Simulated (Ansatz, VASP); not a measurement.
NaCl in VASP and in Ansatz

```
Na Cl
1.0
     3.43014    0.00000    0.00000
     0.00000    3.43014    0.00000
     0.00000    0.00000    3.46142
Na Cl
1 1
Cartesian
  0.0000 0.0000 0.0000
  1.7151 1.7151 1.7307
```

Change from the starting cell: epitaxial_xy strain -0.9%.

Alike in both runs: task single point; functional r2SCAN; k mesh 8 × 8 × 8; no spin polarisation.

|  | VASP | Ansatz |
| --- | --- | --- |
| version | VASP 6.6.1 | Ansatz 0.2.0 |
| potentials or method | VASP PAW PBE potentials, release 64 (Na_pv, Cl) | plane waves, PAW |
| plane-wave cutoff (eV) | 520 | 500 |
| occupations | gaussian, width 0.01 eV | fixed |
| valence electrons in the cell | 14 | 16 |

```tsv
	VASP	Ansatz	Ansatz less VASP
gap on the k mesh at the Fermi level (eV)	4.99	4.96	-0.035
pressure (GPa)	0.3	0.5	+0.28
traceless stress, the component that is largest in VASP (GPa)	-0.58	-0.54	+0.043
```

VASP's potentials were made for PBE, not for r2SCAN. VASP's potentials hold 14 valence electrons a cell and Ansatz's 16, so a difference there can come from the potentials and not from the codes.
